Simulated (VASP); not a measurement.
Wanted: the native input for a VASP 6.6.1 run.

```
Task                   : single point
Functional             : LDA
Potentials or basis    : VASP PAW LDA potentials, release 64 (Ba_sv, S)
Cutoff                 : 500 eV
k mesh                 : 11 × 11 × 11
Occupations            : fermi-dirac, width 0.1 eV
Spin                   : no spin polarisation
Dipole correction      : no
Further INCAR settings : ALGO = Normal; EDIFF = 1e-06; NBANDS = 15
```

The structure of BaS (rocksalt type) lies in POSCAR:

```
BaS
1.0
    0.0000000000      2.7567322057      2.7567322057
    2.7567322057      0.0000000000      2.7567322057
    2.7567322057      2.7567322057      0.0000000000
Ba S
1 1
Direct
    0.0000000000      0.0000000000      0.0000000000
    0.5000000000      0.5000000000      0.5000000000
```

One way to write it, as run:

INCAR

```
PREC = Accurate ; ENCUT = 500
EDIFF = 1E-6 ; ISMEAR = -1
SIGMA = 0.1 ; LREAL = F
LASPH = T ; NELM = 120
ALGO = Normal ; ISIF = 2
LWAVE = F ; LCHARG = F
NBANDS = 15 ; GGA_COMPAT = F
```

KPOINTS

```
regular mesh
0
Gamma
  11 11 11
```

Potentials or basis: VASP PAW LDA potentials, release 64 (Ba_sv, S).

The run is started by

```bash
$ cat potpaw_LDA.64/Ba_sv/POTCAR potpaw_LDA.64/S/POTCAR > POTCAR
$ mpirun -np 1 vasp_std > vasp.out
```

Results of the run:

```yaml
Pressure: 48.2 GPa
Band_gap_on_the_k_mesh: zero (bands 8 and 9 overlap by 0.15 eV)
```

Caveat: the cell stands under pressure; semilocal functionals underestimate gaps, and a narrow one can read as zero; spin-orbit coupling is left out, which moves the levels of the heavy elements.

Wall time 19 s on 1 thread of Intel(R) Xeon(R) Platinum 8375C CPU @ 2.90GHz (Ice Lake) (shared host), peak memory 0.16 GiB.
